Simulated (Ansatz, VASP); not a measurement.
# Two plane-wave programs on CsCl

POSCAR

```
CsCl
1.0
    3.9674645468      0.0000000000      0.0000000000
    0.0000000000      3.9674645468      0.0000000000
    0.0000000000      0.0000000000      3.9674645468
Cs Cl
1 1
Direct
    0.0000000000      0.0000000000      0.0000000000
    0.5000000000      0.5000000000      0.5000000000
```

INCAR.step1

```
SYSTEM = CsCl
ALGO = Normal
EDIFF = 1E-5
ENCUT = 550
GGA = PE
GGA_COMPAT = .FALSE.
ISMEAR = 0
LASPH = .TRUE.
LCHARG = .FALSE.
LREAL = .FALSE.
LWAVE = .TRUE.
NBANDS = 15
NELM = 120
PREC = Accurate
SIGMA = 0.02
```

INCAR.step2

```
SYSTEM = CsCl
ALGO = Normal
EDIFF = 1E-6
ENCUT = 550
GGA_COMPAT = .FALSE.
ISIF = 2
ISMEAR = 0
ISTART = 1
LASPH = .TRUE.
LCHARG = .TRUE.
LELF = .TRUE.
LMIXTAU = .TRUE.
LREAL = .FALSE.
LVHAR = .TRUE.
LWAVE = .FALSE.
METAGGA = R2SCAN
NBANDS = 15
NELM = 120
PREC = Accurate
SIGMA = 0.02
```

Contents of KPOINTS:

```
k-points
0
G
  6 6 6
  0 0 0
```

Input for Ansatz:

```yaml
crystal:
  lattice:
    - [3.9674645468, 0.0, 0.0]
    - [0.0, 3.9674645468, 0.0]
    - [0.0, 0.0, 3.9674645468]
  atoms:
    - { symbol: Cs, position: [0.0, 0.0, 0.0] }
    - { symbol: Cl, position: [0.5, 0.5, 0.5] }
basis:
  ecutwfc: 500
kpoints:
  mp_grid: { grid: [6, 6, 6] }
hamiltonian:
  xc: r2scan
scf:
  occupations: { method: gaussian, width: 0.02 }
output:
  forces: true
  stress: true
  eigenvalues: true
  write_density: true
  write_potential: true
  elf: true
  volumetric_format: npy
```

Alike in both runs: task single point; functional r2SCAN; k mesh 6 × 6 × 6; occupations gaussian, width 0.02 eV; no spin polarisation.

```csv
,VASP,Ansatz
version,VASP 6.6.1,Ansatz 0.2.0
potentials or method,"VASP PAW PBE potentials, release 64 (Cs_sv, Cl), cutoff 550 eV","scalar-relativistic, plane waves, PAW"
valence electrons in the cell,16,16
```

|  | VASP | Ansatz | Ansatz less VASP |
| --- | --- | --- | --- |
| gap on the k mesh at the Fermi level (eV) | 5.75 | 5.75 | +0.006 |
| least direct gap on the mesh (eV) | 5.75 | 5.75 | +0.006 |
| pressure (GPa) | 3.3 | 3.3 | -0.08 |

VASP's potentials were made for PBE, not for r2SCAN.

Spin-orbit coupling is off throughout.
